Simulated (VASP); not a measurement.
# GaN (P6_3mc) in VASP: further runs

The runs below take GaN through single point, with r2SCAN.

All numbers are computed with VASP 6.6.1; they aren't measurements. Logs are shortened: lines on timing, memory, paths and dates and some standing lists are left out, and cuts for length are marked.

**1. The cell of the first run**

The structure is hexagonal, space group P6_3mc (No. 186). The conventional cell has a = 3.183 Å, b = 3.183 Å, c = 5.184 Å, α = 90.00°, β = 90.00°, γ = 120.00°. Ga (site symmetry 3m) has 4 N at 1.95 Å within 2.6 Å. Within 2.6 Å of N (site symmetry 3m) lie 4 Ga at 1.95 Å.

**2. Single point, r2SCAN**

File POSCAR:

```
GaN
1.0
    3.1831025582      0.0000000000      0.0000000000
   -1.5915512791      2.7566476782      0.0000000000
    0.0000000000      0.0000000000      5.1835786677
Ga N
2 2
Direct
    0.3333333333      0.6666666667     -0.0008903618
    0.6666666667      0.3333333333      0.4991096382
    0.3333333333      0.6666666667      0.3758903618
    0.6666666667      0.3333333333      0.8758903618
```

File INCAR.step1:

```
PREC = Accurate
ENCUT = 1460
ISMEAR = -1
SIGMA = 0.08
LREAL = False
LASPH = True
NELM = 120
NBANDS = 26
GGA = PE
ALGO = Normal
EDIFF = 1E-5
LWAVE = True
LCHARG = False
GGA_COMPAT = False
```

File INCAR.step2:

```
PREC = Accurate
ENCUT = 1460
EDIFF = 1E-6
ISMEAR = -1
SIGMA = 0.08
LREAL = False
LASPH = True
NELM = 120
ALGO = Normal
ISIF = 2
LWAVE = False
LCHARG = True
METAGGA = R2SCAN
LMIXTAU = True
LELF = True
LVHAR = True
NBANDS = 26
ISTART = 1
GGA_COMPAT = False
```

File KPOINTS:

```
regular mesh
0
Gamma
  10 10 6
```

Potentials or basis: VASP PAW PBE potentials, release 64 (Ga_d, N_h).

The run is started by

```console
> cat potpaw_PBE.64/Ga_d/POTCAR potpaw_PBE.64/N_h/POTCAR > POTCAR
> cp INCAR.step1 INCAR
> mpirun -np 1 vasp_std > vasp.out
> cp INCAR.step2 INCAR
> mpirun -np 1 vasp_std > vasp.out
```

OUTCAR:

```text
PREC = Accurate
   ENCUT = 1460
   EDIFF = 1E-6
   ISMEAR = -1
   LREAL = False
   LASPH = True
   NELM = 120
   ISIF = 2
   METAGGA = R2SCAN
   ISTART = 1

 ion  position               nearest neighbor table
   1  0.333  0.667  0.999-   4 1.95   4 1.95   4 1.95   3 1.95
   2  0.667  0.333  0.499-   3 1.95   3 1.95   3 1.95   4 1.95
   3  0.333  0.667  0.376-   2 1.95   2 1.95   2 1.95   1 1.95
   4  0.667  0.333  0.876-   1 1.95   1 1.95   1 1.95   2 1.95

  LATTYP: Found a hexagonal cell.
 ALAT       =     3.1831025582
 C/A-ratio  =     1.6284673751

  Lattice vectors:

 A1 = (   3.1831025582,   0.0000000000,   0.0000000000)
 A2 = (  -1.5915512791,   2.7566476782,   0.0000000000)
 A3 = (   0.0000000000,   0.0000000000,   5.1835786677)

Analysis of symmetry for initial positions (statically):
=====================================================================
 Subroutine PRICEL returns:
 Original cell was already a primitive cell.

 Routine SETGRP: Setting up the symmetry group for a
 hexagonal supercell.

 Subroutine GETGRP returns: Found 12 space group operations
 (whereof  6 operations were pure point group operations)
 out of a pool of 24 trial point group operations.

The static configuration has the point symmetry C_3v.
 The point group associated with its full space group is C_6v.

Analysis of symmetry for dynamics (positions and initial velocities):
=====================================================================
 Subroutine PRICEL returns:
 Original cell was already a primitive cell.

 Routine SETGRP: Setting up the symmetry group for a
 hexagonal supercell.

 Subroutine GETGRP returns: Found 12 space group operations
 (whereof  6 operations were pure point group operations)
 out of a pool of 24 trial point group operations.

The dynamic configuration has the point symmetry C_3v.
 The point group associated with its full space group is C_6v.

 Subroutine INISYM returns: Found 12 space group operations
 (whereof  6 operations are pure point group operations),
 and found     1 'primitive' translations

----------------------------------------------------------------------------------------

                                     Primitive cell

  volume of cell :      45.4843

  direct lattice vectors                    reciprocal lattice vectors
     3.183102558  0.000000000  0.000000000     0.314158901  0.181379726  0.000000000
    -1.591551279  2.756647678  0.000000000     0.000000000  0.362759452  0.000000000
     0.000000000  0.000000000  5.183578668     0.000000000  0.000000000  0.192916914

  length of vectors
     3.183102558  3.183102558  5.183578668     0.362759452  0.362759452  0.192916914

  position of ions in fractional coordinates (direct lattice)
     0.333333333  0.666666667  0.999109638
     0.666666667  0.333333333  0.499109638
     0.333333333  0.666666667  0.375890362
     0.666666667  0.333333333  0.875890362

  ion indices of the primitive-cell ions
   primitive index   ion index
                 1           1
                 2           2
                 3           3
                 4           4

----------------------------------------------------------------------------------------

 KPOINTS: regular mesh

Automatic generation of k-mesh.
 Grid dimensions read from file:
 generate k-points for:   10   10    6

 Generating k-lattice:

  Cartesian coordinates                     Fractional coordinates (reciprocal lattice)
     0.031415890  0.018137973  0.000000000     0.100000000  0.000000000  0.000000000
     0.000000000  0.036275945  0.000000000     0.000000000  0.100000000  0.000000000
     0.000000000  0.000000000  0.032152819     0.000000000  0.000000000  0.166666667

  Length of vectors
     0.036275945  0.036275945  0.032152819

  Shift w.r.t. Gamma in fractional coordinates (k-lattice)
     0.000000000  0.000000000  0.000000000

 Subroutine IBZKPT returns following result:
 ===========================================

 Found     56 irreducible k-points:

 Following reciprocal coordinates:
            Coordinates               Weight
  0.000000  0.000000  0.000000      1.000000
  0.100000  0.000000  0.000000      6.000000
  0.200000  0.000000  0.000000      6.000000
  0.300000  0.000000  0.000000      6.000000
  0.400000  0.000000  0.000000      6.000000
  0.500000  0.000000  0.000000      3.000000
[... 16 lines left out ...]
  0.300000  0.100000  0.166667     24.000000
  0.400000  0.100000  0.166667     24.000000
 [... further k-points ...]
   k-points           NKPTS =     56   k-points in BZ     NKDIM =     56   number of bands    NBANDS=     26
   number of dos      NEDOS =    301   number of ions     NIONS =      4
   total plane-waves  NPLWV = 112000
   dimension x,y,z NGX =    40 NGY =   40 NGZ =   70
   dimension x,y,z NGXF=    80 NGYF=   80 NGZF=  140
   ions per type =               2   2
   NGX,Y,Z   is equivalent  to a cutoff of  20.89, 20.89, 22.45 a.u.
   NGXF,Y,Z  is equivalent  to a cutoff of  41.78, 41.78, 44.90 a.u.
 SYSTEM =  unknown system
   PREC   = accura    normal or accurate (medium, high low for compatibility)
   ISTART =      1    job   : 0-new  1-cont  2-samecut
   ICHARG =      0    charge: 1-file 2-atom 10-const
   ISPIN  =      1    spin polarized calculation?
   LNONCOLLINEAR =      F non collinear calculations
   LSORBIT =      F    spin-orbit coupling
   LASPH  =      T    aspherical Exc in radial PAW
   ENCUT  = 1460.0 eV 107.31 Ry   10.36 a.u.   9.92  9.92 16.15*2*pi/ulx,y,z
   NELM   =    120;   NELMIN=  2; NELMDL=  0     # of ELM steps
   EDIFF  = 0.1E-05   stopping-criterion for ELM
   LREAL  =      F    real-space projection
   EDIFFG = 0.1E-04   stopping-criterion for IOM
   NSW    =      0    number of steps for IOM
   IBRION =     -1    ionic relax: 0-MD 1-quasi-New 2-CG
   NFREE  =      0    steps in history (QN), initial steepest desc. (CG)
   ISIF   =      2    stress and relaxation
   ISYM   =      2    0-nonsym 1-usesym 2-fastsym
   POTIM  = 0.5000    time-step for ionic-motion
   TEBEG  =    0.0;   TEEND  =   0.0 temperature during run
   PSTRESS=    0.0 pullay stress
   NELECT =      36.0000    total number of electrons
   NUPDOWN=      -1.0000    fix difference up-down
   EMIN   =  10.00;   EMAX   =-10.00  energy-range for DOS
   EFERMI =   0.00;   METHOD = LEGACY
   ISMEAR =    -1;   SIGMA  =   0.08  broadening in eV -4-tet -1-fermi 0-gaus
   EFERMI_NEDOS =   21; number of points for ismear=-14 and -15
   IALGO  =     38    algorithm
   IMIX   =      4    mixing-type and parameters
     AMIX     =   0.40;   BMIX     =  1.00
     AMIX_MAG =   1.60;   BMIX_MAG =  1.00
  volume/ion in A,a.u.               =      11.37        76.74
  Fermi-wavevector in a.u.,A,eV,Ry     =   1.514334  2.861677 31.201000  2.293209
  Thomas-Fermi vector in A             =   2.624006
   LORBIT       =      0    0 simple, 1 ext, 2 COOP (PROOUT), +10 PAW based schemes
   METAGGA = R2SCAN    functional components
   LHFCALC =     F    Hartree Fock is set to
   AEXX    =    0.0000 exact exchange contribution
   IVDW    =     0    specifies the selected vdW correction
   LEPSILON=     F    determine dielectric tensor
   LRPA    =     F    only Hartree local field effects (RPA)
 non-spin polarized calculation
  energy-cutoff  :     1460.00
  volume of cell :       45.48
 maximum number of plane-waves:      5790
 NGX is ok and might be reduce to    40
   NGX = 19   NGY = 19   NGZ = 33

 number of electron      36.0000001 magnetization

 Free energy of the ion-electron system (eV)
  ---------------------------------------------------
  ext. energy  EPLUGINS =         0.00000000
  ---------------------------------------------------
  free energy    TOTEN  =       -43.82799489 eV

  energy without entropy =      -43.82799488  energy(sigma->0) =      -43.82799488

 E-fermi :   6.6594     XC(G=0): -12.6558

 val. band max:        5.3986004423   @ k =   0.0000   0.0000   0.0000
 cond. band min:       7.7411806898   @ k =   0.0000   0.0000   0.0000
 fundamental gap:      2.3425802475
 Fermi energy:         6.6594208505

 k-point     1 :       0.0000    0.0000    0.0000
  band No.  band energies     occupation
      1     -11.4151      2.00000
      2     -10.4089      2.00000
      3      -8.4299      2.00000
      4      -8.4143      2.00000
      5      -8.4143      2.00000
      6      -8.3458      2.00000
[... 18 lines left out ...]
     25      17.8888      0.00000
     26      17.8888      0.00000

 k-point     2 :       0.1000    0.0000    0.0000
  band No.  band energies     occupation
      1     -11.3162      2.00000
      2     -10.3801      2.00000
      3      -8.4197      2.00000
      4      -8.3993      2.00000
      5      -8.3811      2.00000
      6      -8.3332      2.00000
[... 18 lines left out ...]
     25      17.4522      0.00000
     26      18.1206      0.00000

 k-point     3 :       0.2000    0.0000    0.0000
  band No.  band energies     occupation
      1     -11.0558      2.00000
      2     -10.3133      2.00000
      3      -8.3864      2.00000
      4      -8.3658      2.00000
      5      -8.3063      2.00000
      6      -8.2719      2.00000
[... 18 lines left out ...]
     25      17.6249      0.00000
     26      18.6237      0.00000

 k-point     4 :       0.3000    0.0000    0.0000
  band No.  band energies     occupation
      1     -10.7417      2.00000
      2     -10.2491      2.00000
      3      -8.3591      2.00000
      4      -8.3391      2.00000
      5      -8.2527      2.00000
      6      -8.2070      2.00000
[... 18 lines left out ...]
     25      17.6153      0.00000
     26      19.2776      0.00000

 k-point     5 :       0.4000    0.0000    0.0000
  band No.  band energies     occupation
      1     -10.5070      2.00000
      2     -10.2143      2.00000
      3      -8.3515      2.00000
      4      -8.3298      2.00000
      5      -8.2259      2.00000
      6      -8.1684      2.00000
[... 18 lines left out ...]
     25      18.2870      0.00000
     26      19.5528      0.00000

 k-point     6 :       0.5000    0.0000    0.0000
  band No.  band energies     occupation
      1     -10.4235      2.00000
      2     -10.2065      2.00000
      3      -8.3527      2.00000
      4      -8.3287      2.00000
      5      -8.2181      2.00000
      6      -8.1708      2.00000
[... 427 lines left out ...]
 k-point    21 :       0.1000    0.1000    0.1667
  band No.  band energies     occupation
      1     -11.0655      2.00000
      2     -10.3628      2.00000
      3      -8.3892      2.00000
      4      -8.3728      2.00000
      5      -8.3181      2.00000
      6      -8.3175      2.00000
[... 18 lines left out ...]
     25      17.0420      0.00000
     26      18.2695      0.00000

 k-point    22 :       0.2000    0.1000    0.1667
  band No.  band energies     occupation
      1     -10.7919      2.00000
      2     -10.2876      2.00000
      3      -8.3568      2.00000
      4      -8.3475      2.00000
      5      -8.2810      2.00000
      6      -8.2552      2.00000
[... 18 lines left out ...]
     25      17.2846      0.00000
     26      18.8855      0.00000

 k-point    23 :       0.3000    0.1000    0.1667
  band No.  band energies     occupation
      1     -10.5376      2.00000
      2     -10.2320      2.00000
      3      -8.3458      2.00000
      4      -8.3305      2.00000
      5      -8.2443      2.00000
      6      -8.1949      2.00000
[... 18 lines left out ...]
     25      17.5628      0.00000
     26      19.3181      0.00000

 k-point    24 :       0.4000    0.1000    0.1667
  band No.  band energies     occupation
      1     -10.3942      2.00000
      2     -10.2106      2.00000
      3      -8.3510      2.00000
      4      -8.3217      2.00000
      5      -8.2245      2.00000
      6      -8.1827      2.00000
[... 18 lines left out ...]
     25      18.1918      0.00000
     26      19.6747      0.00000

 [... further k-points ...]

------------------------ aborting loop because EDIFF is reached ----------------------------------------

  FORCE on cell =-STRESS in cart. coord.  units (eV):
  Direction    XX          YY          ZZ          XY          YZ          ZX
  --------------------------------------------------------------------------------------
  -------------------------------------------------------------------------------------
  Total        0.2892514      0.2892514      0.2843837      0.0000000      0.0000000      0.0000000
  in kB       10.1888322     10.1888322     10.0173697      0.0000000      0.0000000      0.0000000
  external PRESSURE =      10.1316780 kB  Pullay stress =       0.0000000 kB

 VOLUME and BASIS-vectors are now :
 -----------------------------------------------------------------------------
  energy-cutoff  :     1460.00
  volume of cell :       45.48
      direct lattice vectors                 reciprocal lattice vectors
     3.183102558  0.000000000  0.000000000     0.314158901  0.181379726  0.000000000
    -1.591551279  2.756647678  0.000000000     0.000000000  0.362759452  0.000000000
     0.000000000  0.000000000  5.183578668     0.000000000  0.000000000  0.192916914

 POSITION                                       TOTAL-FORCE (eV/Angst)
 -----------------------------------------------------------------------------------
     -0.00000      1.83777      5.17896         0.000000      0.000000      0.000428
      1.59155      0.91888      2.58717         0.000000      0.000000      0.000428
     -0.00000      1.83777      1.94846        -0.000000      0.000000     -0.000428
      1.59155      0.91888      4.54025         0.000000     -0.000000     -0.000428
 -----------------------------------------------------------------------------------
    total drift:                               -0.000000      0.000000     -0.008076

  FREE ENERGIE OF THE ION-ELECTRON SYSTEM (eV)
  ---------------------------------------------------
  free  energy   TOTEN  =       -43.8279948897 eV

  energy  without entropy=      -43.8279948781  energy(sigma->0) =      -43.82799488
```

Run time: 15 min. Hardware: 1 thread of Intel Xeon Platinum 8488C (Sapphire Rapids), shared host; peak memory 0.54 GiB.

Results:

| Quantity | Value |
| --- | --- |
| Free energy | -43.8280 eV |
| Pressure | 1.0 GPa |
| Band gap on the k mesh | 2.34 eV |

Levels at points of the mesh, in eV from the valence-band top:
| k point | band 14 | band 15 | band 16 | band 17 | band 18 | band 19 | band 20 | band 21 | band 22 | band 23 |
| --- | --- | --- | --- | --- | --- | --- | --- | --- | --- | --- |
| (0.00, 0.00, 0.00) | -1.07 | -1.07 | -0.04 | 0.00 | 0.00 | 2.34 | 4.81 | 9.96 | 10.59 | 10.59 |
| (0.50, 0.00, 0.00) | -5.39 | -4.30 | -2.83 | -2.24 | -1.03 | 5.58 | 6.12 | 6.55 | 9.35 | 11.07 |
| (0.00, 0.00, 0.50) | -3.93 | -0.55 | -0.55 | -0.55 | -0.55 | 4.77 | 4.77 | 9.18 | 9.18 | 11.11 |
| (0.50, 0.00, 0.50) | -6.72 | -2.01 | -2.01 | -1.95 | -1.95 | 4.89 | 4.89 | 8.42 | 8.42 | 10.76 |

Caveat: the PAW data sets were made with another functional, which shifts forces and pressure a little.

**3. Single point, r2SCAN (film at in-plane strain -0.01)**

File POSCAR:

```
GaN
1.0
    3.1512715326      0.0000000000      0.0000000000
   -1.5756357663      2.7290812015      0.0000000000
    0.0000000000      0.0000000000      5.2081262613
Ga N
2 2
Direct
    0.3333333333      0.6666666667      0.0003592409
    0.6666666667      0.3333333333      0.5003592409
    0.3333333333      0.6666666667      0.3746407591
    0.6666666667      0.3333333333      0.8746407591
```

File INCAR.step1:

```
PREC     = Accurate       # precision mode
ENCUT    = 1460           # plane-wave cutoff, eV
ISMEAR   = 0              # smearing method
SIGMA    = 0.01           # smearing width, eV
LREAL    = F              # projectors in reciprocal space
LASPH    = T              # aspherical terms in the spheres
NELM     = 120            # most SCF steps
NBANDS   = 26             # bands
GGA      = PE             # functional
ALGO     = Normal         # electronic algorithm
EDIFF    = 1E-5           # SCF threshold, eV
LWAVE    = T              # write WAVECAR
LCHARG   = F              # write CHGCAR
GGA_COMPAT= F
```

File INCAR.step2:

```
PREC     = Accurate       # precision mode
ENCUT    = 1460           # plane-wave cutoff, eV
EDIFF    = 1E-6           # SCF threshold, eV
ISMEAR   = 0              # smearing method
SIGMA    = 0.01           # smearing width, eV
LREAL    = F              # projectors in reciprocal space
LASPH    = T              # aspherical terms in the spheres
NELM     = 120            # most SCF steps
ALGO     = Normal         # electronic algorithm
ISIF     = 2              # what is computed and relaxed
LWAVE    = F              # write WAVECAR
LCHARG   = F              # write CHGCAR
METAGGA  = R2SCAN         # meta-GGA
LMIXTAU  = T            
NBANDS   = 26             # bands
ISTART   = 1            
GGA_COMPAT= F
```

File KPOINTS:

```
Automatic mesh
0
Gamma
  8 8 4
```

Potentials or basis: VASP PAW PBE potentials, release 64 (Ga_d, N_h).

The run is started by

```console
> cat potpaw_PBE.64/Ga_d/POTCAR potpaw_PBE.64/N_h/POTCAR > POTCAR
> cp INCAR.step1 INCAR
> mpirun -np 1 vasp_std > vasp.out
> cp INCAR.step2 INCAR
> mpirun -np 1 vasp_std > vasp.out
```

Wall time 7 min (1 thread of Intel Xeon Platinum 8375C at 2.90GHz (Ice Lake), shared host); peak memory 0.45 GiB.

It converged, with:

* Free energy: -43.8095 eV
* Pressure: 4.2 GPa
* Largest force: 0.005 eV/Å
* Band gap on the k mesh: 2.39 eV

Forces in eV/Å, atoms in the order of the input:
```
Ga   0.000  0.000  0.005
Ga   0.000  0.000  0.005
N    0.000  0.000 -0.005
N    0.000  0.000 -0.005
```

Stress tensor (GPa, compression positive):
```
5.78 0.00 0.00
0.00 5.78 0.00
0.00 0.00 1.06
```

Levels at points of the mesh, in eV from the valence-band top:
| k point | band 16 | band 17 | band 18 | band 19 | band 20 | band 21 |
| --- | --- | --- | --- | --- | --- | --- |
| (0.00, 0.00, 0.00) | -0.13 | 0.00 | 0.00 | 2.39 | 5.06 | 9.90 |
| (0.50, 0.00, 0.00) | -2.85 | -2.35 | -1.07 | 5.71 | 6.16 | 6.46 |
| (0.00, 0.00, 0.50) | -0.54 | -0.54 | -0.54 | 4.89 | 4.89 | 9.18 |
| (0.50, 0.00, 0.50) | -2.09 | -2.03 | -2.03 | 4.87 | 4.87 | 8.48 |

Caveat: the cell differs from its parent crystal (film at in-plane strain -0.01); the cell stands under pressure; the PAW data sets were made with another functional, which shifts forces and pressure a little.
